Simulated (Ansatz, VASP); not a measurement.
**One calculation of Re, two programs**

```
Re
1.0
     2.76080    0.00000    0.00000
    -1.38040    2.39092    0.00000
     0.00000    0.00000    4.45820
Re
2
Direct
  0.33333 0.66667 0.25000
  0.66667 0.33333 0.75000
```

Alike in both runs: task single point; functional PBEsol; k mesh 18 × 18 × 10; occupations gaussian, width 0.1 eV; no spin polarisation.

|  | VASP | Ansatz |
| --- | --- | --- |
| version | VASP 6.6.1 | Ansatz 0.2.0 |
| potentials or method | VASP PAW PBE potentials, release 64 (Re), cutoff 520 eV | scalar-relativistic, plane waves, PAW |
| valence electrons in the cell | 14 | 30 |

VASP gave:

| Quantity | Value |
| --- | --- |
| gap on the k mesh at the Fermi level (eV) | none |
| pressure (GPa) | -4.3 |
| traceless stress, the component that is largest in VASP (GPa) | 0.02 |

Question: What did Ansatz give for the same quantities?

Answer: gap on the k mesh at the Fermi level (eV): none; pressure (GPa): -4.2; traceless stress, the component that is largest in VASP (GPa): 0.11.

VASP's potentials were made for PBE, not for PBEsol. A gap of «none» marks a metal or a gap that the smearing closes. VASP's potentials hold 14 valence electrons a cell and Ansatz's 30, so a difference there can come from the potentials and not from the codes.

Neither program's run includes spin-orbit coupling.
